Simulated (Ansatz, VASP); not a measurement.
## Two plane-wave programs on Se

Contents of INCAR:

```
PREC = Accurate
ENCUT = 520
EDIFF = 1E-6
ISMEAR = 0
SIGMA = 0.03
LREAL = False
LASPH = True
NELM = 80
ALGO = Normal
ISIF = 2
LWAVE = False
LCHARG = True
GGA = PS
IVDW = 12
LELF = True
LVHAR = True
NBANDS = 16
```

The input KPOINTS:

```
regular mesh
0
Gamma
  12 12 8
```

POSCAR

```
Se
1.0
    4.0607502292      0.0000000000      0.0000000000
   -2.0303751146      3.5167128569      0.0000000000
    0.0000000000      0.0000000000      4.9565517298
Se
3
Direct
    0.2610773134      0.0000000000      0.3333333333
    0.0000000000      0.2610773134      0.6666666667
    0.7389226866      0.7389226866      0.0000000000
```

Input for Ansatz:

```yaml
crystal:
  lattice:
    - [4.0607502292, 0.0, 0.0]
    - [-2.0303751146, 3.5167128569, 0.0]
    - [0.0, 0.0, 4.9565517298]
  atoms:
    - { symbol: Se, position: [0.2610773134, 0.0, 0.3333333333] }
    - { symbol: Se, position: [0.0, 0.2610773134, 0.6666666667] }
    - { symbol: Se, position: [0.7389226866, 0.7389226866, 0.0] }
basis:
  ecutwfc: 420
kpoints:
  mp_grid: { grid: [12, 12, 8] }
hamiltonian:
  xc: pbesol
  dispersion: d3bj
scf:
  occupations: { method: gaussian, width: 0.03 }
output:
  forces: true
  stress: true
  eigenvalues: true
```

Alike in both runs: task single point; functional PBEsol; dispersion D3(BJ); k mesh 12 × 12 × 8; occupations gaussian, width 0.03 eV; no spin polarisation.

|  | VASP | Ansatz |
| --- | --- | --- |
| version | VASP 6.6.1 | Ansatz 0.2.0 |
| potentials or method | VASP PAW PBE potentials, release 64 (Se), cutoff 520 eV | scalar-relativistic, plane waves, PAW |
| valence electrons in the cell | 18 | 48 |

```csv
,VASP,Ansatz,Ansatz less VASP
gap on the k mesh at the Fermi level (eV),0.31,0.31,+0.001
least direct gap on the mesh (eV),0.72,0.73,+0.007
pressure (GPa),-2.0,-2.2,-0.16
"traceless stress, the component that is largest in VASP (GPa)",1.48,1.43,-0.048
rms of the force components (eV/Å),0.152,0.167,+0.0150
```

VASP's potentials were made for PBE, not for PBEsol. Atom by atom the forces differ by 0.015 eV/Å (rms over components). VASP's potentials hold 18 valence electrons a cell and Ansatz's 48, so a difference there can come from the potentials and not from the codes.
